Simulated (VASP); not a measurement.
Wanted: the native input for a VASP 6.6.1 run.

```yaml
Task: single point
Functional: PBE
Dispersion: D3(BJ)
Potentials_or_basis: VASP PAW PBE potentials, release 64 (Mg, B)
Cutoff: 600 eV
k_mesh: 15 × 15 × 12
Occupations: gaussian, width 0.1 eV
Spin: no spin polarisation
Dipole_correction: no
Further_INCAR_settings: ALGO = Normal; EDIFF = 1e-06; NBANDS = 11
```

The structure of MgB2 (d3) lies in POSCAR:

```
MgB2
1.0
    3.0457426901      0.0000000000      0.0000000000
   -1.5228713451      2.6376905430      0.0000000000
    0.0000000000      0.0000000000      3.4745278105
Mg B
1 2
Direct
    0.0000000000      0.0000000000      0.0000000000
    0.6666666667      0.3333333333      0.5000000000
    0.3333333333      0.6666666667      0.5000000000
```

One way to write it, as run:

INCAR

```
SYSTEM = MgB2
  PREC = Accurate
  ENCUT = 600
  EDIFF = 1E-6
  ISMEAR = 0
  SIGMA = 0.1
  LREAL = .FALSE.
  LASPH = .TRUE.
  NELM = 120
  ALGO = Normal
  ISIF = 2
  LWAVE = .FALSE.
  LCHARG = .TRUE.
  GGA = PE
  IVDW = 12
  LELF = .TRUE.
  LVHAR = .TRUE.
  NBANDS = 11
  GGA_COMPAT = .FALSE.
```

KPOINTS

```
regular mesh
0
G
  15 15 12
  0 0 0
```

Potentials or basis: VASP PAW PBE potentials, release 64 (Mg, B).

Run with:

```sh
$ cat potpaw_PBE.64/Mg/POTCAR potpaw_PBE.64/B/POTCAR > POTCAR
$ mpirun -np 1 vasp_std > vasp.out
```

Results of the run:

- Pressure: -0.2 GPa
- Band gap on the k mesh: zero (band 4 reaches 7.38 eV, above the bottom of band 5 at 3.47 eV)
- Dispersion energy per atom: -0.294 eV

Caveat: pairwise dispersion overbinds metals, which lowers pressure and volume.

It took 27 s on 1 thread of Intel Xeon 6975P-C, with other jobs on the host, peak memory 0.21 GiB.
